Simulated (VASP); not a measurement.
Wanted: the native input for a VASP 6.6.1 run.

```
Task                   : single point
Functional             : PBE
Potentials or basis    : VASP PAW PBE potentials, release 64 (B, C, Br)
Cutoff                 : 520 eV
k mesh                 : 6 × 6 × 4
Occupations            : gaussian, width 0.1 eV
Spin                   : no spin polarisation
Dipole correction      : no
Further INCAR settings : ALGO = Normal; EDIFF = 1e-06; NBANDS = 21
```

The structure of B3C2Br lies in POSCAR:

```
B3C2Br
1.0
    3.6136278900      0.0000000000      0.0000000000
   -1.8068139400      3.1294935500      0.0000000000
    0.0000000000      0.0000000000      7.2375653600
B C Br
3 2 1
Direct
    0.0000000000      0.0000000000      0.5000000000
    0.3333333300      0.6666666700      0.0000000000
    0.3333333300      0.6666666700      0.5000000000
    0.6666666700      0.3333333300      0.2376510100
    0.6666666700      0.3333333300      0.7623489900
    0.0000000000      0.0000000000      0.0000000000
```

These files were run (other wordings do the same):

INCAR

```
SYSTEM = B3C2Br
PREC = Accurate ; ENCUT = 520
EDIFF = 1E-6 ; ISMEAR = 0
SIGMA = 0.1 ; LREAL = .FALSE.
LASPH = .TRUE. ; NELM = 60
ALGO = Normal ; ISIF = 2
LWAVE = .FALSE. ; LCHARG = .TRUE.
GGA = PE ; LELF = .TRUE.
LVHAR = .TRUE. ; NBANDS = 21
```

KPOINTS

```
Automatic mesh
0
G
  6 6 4
  0 0 0
```

Potentials or basis: VASP PAW PBE potentials, release 64 (B, C, Br).

Run with:

```sh
$ cat potpaw_PBE.64/B/POTCAR potpaw_PBE.64/C/POTCAR potpaw_PBE.64/Br/POTCAR > POTCAR
$ mpirun -np 1 vasp_std > vasp.out
```

It gave:

```yaml
Pressure: -16.2 GPa
Largest_force: 0.572 eV/Å
Band_gap_on_the_k_mesh: zero (band 12 reaches 3.61 eV, above the bottom of band 13 at 3.14 eV)
```

It took 27 s on 1 thread of Intel(R) Xeon(R) Platinum 8488C (Sapphire Rapids), on a shared host, peak memory 0.2 GiB.
